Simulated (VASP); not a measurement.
**H3WCl4: relaxation of cell and atoms with PBE**

The system is H3WCl4.

```xyz
8
Lattice="3.5000 0.0000 0.0000 -1.7500 3.0311 0.0000 0.0000 0.0000 13.9500" Properties=species:S:1:pos:R:3 pbc="T T T"
H     1.7500    1.0104    3.8502
H     1.7500    1.0104   10.0998
H     1.7500    1.0104    0.0000
W     0.0000    0.0000    0.0000
Cl    1.7500    1.0104    5.1336
Cl    1.7500    1.0104    8.8164
Cl    0.0000    2.0207    1.4647
Cl    0.0000    2.0207   12.4852
```

```
Program                : VASP 6.6.1
Task                   : relaxation of cell and atoms
Functional             : PBE
Potentials or basis    : VASP PAW PBE potentials, release 64 (H, W_sv, Cl)
Cutoff                 : 600 eV
k mesh                 : 5 × 5 × 2
Occupations            : gaussian, width 0.2 eV
Spin                   : no spin polarisation
Dipole correction      : no
Further INCAR settings : ALGO = Normal; EDIFF = 1e-07; IBRION = 2; EDIFFG = -0.08; NSW = 36; ISIF = 3
```

```
Relaxed volume                        : 18.73 Å³/atom
Relaxed cell                          : a = 3.373 Å, b = 3.373 Å, c = 15.203 Å, α = 90.00°, β = 90.00°, γ = 120.00°
Space group after relaxing (to 0.1 Å) : P-6m2 (No. 187)
Energy gained by relaxing             : 82.8 meV/atom
Ionic steps                           : 12
Pressure after relaxing               : 0.1 GPa
Largest force after relaxing          : 0.040 eV/Å
Band gap on the k mesh                : zero (an odd number of electrons rules out a gap without spin polarisation)
```

Forces in eV/Å, atoms in the order of the input:
```
H    0.000  0.000  0.040
H    0.000  0.000 -0.040
H    0.000  0.000  0.000
W    0.000  0.000  0.000
Cl   0.000  0.000  0.006
Cl   0.000  0.000 -0.006
Cl   0.000  0.000 -0.038
Cl   0.000  0.000  0.038
```

Stress tensor (GPa, compression positive):
```
0.06 0.00 0.00
0.00 0.06 0.00
0.00 0.00 0.21
```

Step by step:
```
step  energy change (eV)  largest force (eV/Å)  pressure (GPa)  volume (Å³)
   1              0.0000                2.0338            5.06       147.99
   2             -0.3844                1.1246           -1.73       160.84
   3             -0.3846                1.0983           -1.58       160.46
   4             -0.3765                2.0885           -0.02       160.90
   5             -0.4646                0.3394           -0.92       160.68
   6             -0.5597                0.2103           -1.02       158.41
   7             -0.6415                0.1887           -1.03       154.42
   8             -0.6491                0.2445           -0.98       153.00
   9             -0.6569                0.4239            0.58       149.37
  10             -0.6595                0.2658            0.05       150.55
  11             -0.6536                0.4535            0.24       148.56
  12             -0.6627                0.0399            0.11       149.81
```

Final structure:
```
H W Cl
1.0
     3.37317    0.00000    0.00000
    -1.68659    2.92125    0.00000
     0.00000    0.00000   15.20338
H W Cl
3 1 4
Direct
  0.66667 0.33333 0.28033
  0.66667 0.33333 0.71967
  0.66667 0.33333 0.00000
  0.00000 0.00000 0.00000
  0.66667 0.33333 0.36456
  0.66667 0.33333 0.63544
  0.33333 0.66667 0.12124
  0.33333 0.66667 0.87876
```

Levels at points of the mesh, in eV from the Fermi level:
| k point | band 18 | band 19 | band 20 | band 21 | band 22 | band 23 | band 24 | band 25 | band 26 | band 27 |
| --- | --- | --- | --- | --- | --- | --- | --- | --- | --- | --- |
| (0.00, 0.00, 0.00) | -1.15 | -1.15 | -0.35 | -0.30 | -0.30 | -0.29 | -0.29 | -0.02 | -0.02 | 3.69 |
| (0.00, 0.00, 0.50) | -1.15 | -1.15 | -0.34 | -0.30 | -0.30 | -0.29 | -0.29 | -0.02 | -0.02 | 3.51 |

Run time: 4.1 min on 1 thread of Intel(R) Xeon(R) 6975P-C (Granite Rapids), with other jobs on the host, peak memory 0.32 GiB.

Caveat: the k points lie up to 0.43 Å⁻¹ apart in the final cell, too coarse for converged energies and pressures of a metal; spin-orbit coupling is left out, which moves the levels of the heavy elements; this functional lacks dispersion, which binds layers or chains, so the pressure and a relaxed spacing across them are unreliable; an odd number of electrons without spin polarisation forces a metal; a magnetic or distorted state may lie lower; the relaxation stopped at a loose force limit of 0.08 eV/Å, so its end isn't a converged minimum.
